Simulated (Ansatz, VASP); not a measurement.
One calculation of RbCaBr3, two programs

Contents of INCAR:

```
PREC = Accurate
ENCUT = 520
EDIFF = 1E-6
ISMEAR = 0
SIGMA = 0.05
LREAL = False
LASPH = True
NELM = 60
ALGO = Normal
ISIF = 2
LWAVE = False
LCHARG = True
LELF = True
LVHAR = True
NBANDS = 28
```

KPOINTS

```
regular mesh
0
Gamma
  4 4 4
```

POSCAR

```
RbCaBr3
1.0
    5.7366900000      0.0143417250      0.0000000000
    0.0143417250      5.7366900000      0.0000000000
    0.0000000000      0.0000000000      5.7366900000
Rb Ca Br
1 1 3
Direct
    0.5000000000      0.5000000000      0.5000000000
    0.0000000000      0.0000000000      0.0000000000
    0.5000000000      0.0000000000      0.0000000000
    0.0000000000      0.5000000000      0.0000000000
    0.0000000000      0.0000000000      0.5000000000
```

Input for Ansatz:

```yaml
crystal:
  lattice:
    - [5.73669, 0.014341725, 0.0]
    - [0.014341725, 5.73669, 0.0]
    - [0.0, 0.0, 5.73669]
  atoms:
    - { symbol: Rb, position: [0.5, 0.5, 0.5] }
    - { symbol: Ca, position: [0.0, 0.0, 0.0] }
    - { symbol: Br, position: [0.5, 0.0, 0.0] }
    - { symbol: Br, position: [0.0, 0.5, 0.0] }
    - { symbol: Br, position: [0.0, 0.0, 0.5] }
basis:
  ecutwfc: 420
kpoints:
  mp_grid: { grid: [4, 4, 4] }
hamiltonian:
  xc: lda
scf:
  occupations: { method: gaussian, width: 0.05 }
output:
  forces: true
  stress: true
  eigenvalues: true
```

Change from the starting cell: strain +0.0050 x Voigt [0, 0, 0, 0, 0, 1], atoms carried along.

Alike in both runs: task single point; functional LDA; k mesh 4 × 4 × 4; occupations gaussian, width 0.05 eV; no spin polarisation.

```csv
,VASP,Ansatz
version,VASP 6.6.1,Ansatz 0.2.0
potentials or method,"VASP PAW LDA potentials, release 64 (Rb_sv, Ca_sv, Br), cutoff 520 eV","scalar-relativistic, plane waves, PAW"
valence electrons in the cell,40,40
```

Ansatz gave:

- gap on the k mesh at the Fermi level (eV): 3.67
- least direct gap on the mesh (eV): 3.97
- pressure (GPa): -2.4

Question: What did VASP give for the same quantities?

Answer: gap on the k mesh at the Fermi level (eV): 3.68; least direct gap on the mesh (eV): 3.98; pressure (GPa): -2.4.

LDA's correlation is that of Perdew and Zunger in VASP and of Perdew and Wang (1992) in Ansatz.
